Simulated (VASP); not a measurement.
Set up this calculation in VASP 6.6.1, as the native input.

```yaml
Task: single point
Functional: PBE
Potentials_or_basis: VASP PAW PBE potentials, release 64 (Eu, O)
Cutoff: 600 eV
k_mesh: 12 × 12 × 12
Occupations: gaussian, width 0.05 eV
Spin: collinear spin, ferromagnetic start
Starting_moments: "[7.26, 0.0] μB"
Dipole_correction: no
Further_INCAR_settings: ALGO = Normal; EDIFF = 1e-06; NBANDS = 22
```

The structure of EuO lies in POSCAR:

```
EuO
1.0
    0.0000000000      2.5302957962      2.5302957962
    2.5302957962      0.0000000000      2.5302957962
    2.5302957962      2.5302957962      0.0000000000
Eu O
1 1
Direct
    0.0000000000      0.0000000000      0.0000000000
    0.5000000000      0.5000000000      0.5000000000
```

One way to write it, as run:

INCAR

```
SYSTEM = EuO
PREC     = Accurate       ! precision mode
ENCUT    = 600            ! plane-wave cutoff, eV
EDIFF    = 1E-6           ! SCF threshold, eV
ISMEAR   = 0              ! smearing method
SIGMA    = 0.05           ! smearing width, eV
LREAL    = .FALSE.        ! projectors in reciprocal space
LASPH    = .TRUE.         ! aspherical terms in the spheres
NELM     = 200            ! most SCF steps
ALGO     = Normal         ! electronic algorithm
ISIF     = 2              ! what is computed and relaxed
LWAVE    = .FALSE.        ! write WAVECAR
LCHARG   = .FALSE.        ! write CHGCAR
ISPIN    = 2              ! spin polarisation
MAGMOM   = 7.26 0         ! initial moments
LORBIT   = 11             ! projections on sites
LMAXMIX  = 6              ! l up to which the mixer works
GGA      = PE             ! functional
NBANDS   = 22             ! bands
GGA_COMPAT= .FALSE.
```

KPOINTS

```
regular mesh
0
G
  12 12 12
  0 0 0
```

Potentials or basis: VASP PAW PBE potentials, release 64 (Eu, O).

The run is started by

```console
$ cat potpaw_PBE.64/Eu/POTCAR potpaw_PBE.64/O/POTCAR > POTCAR
$ mpirun -np 1 vasp_std > vasp.out
```

Results of the run:

| Quantity | Value |
| --- | --- |
| Pressure | -0.2 GPa |
| Net moment | 6.95 μB per cell |
| Site moments | Eu +6.58; O -0.10 μB |
| Valence electrons inside the program's atomic spheres | Eu 14.83; O 4.96 |

Caveat: a cell with one magnetic atom can't hold antiferromagnetic order, which such compounds often take.

Wall time 2.2 min on 1 thread of Oxide Virtual Turin-like Processor, with other jobs on the host, peak memory 0.25 GiB.
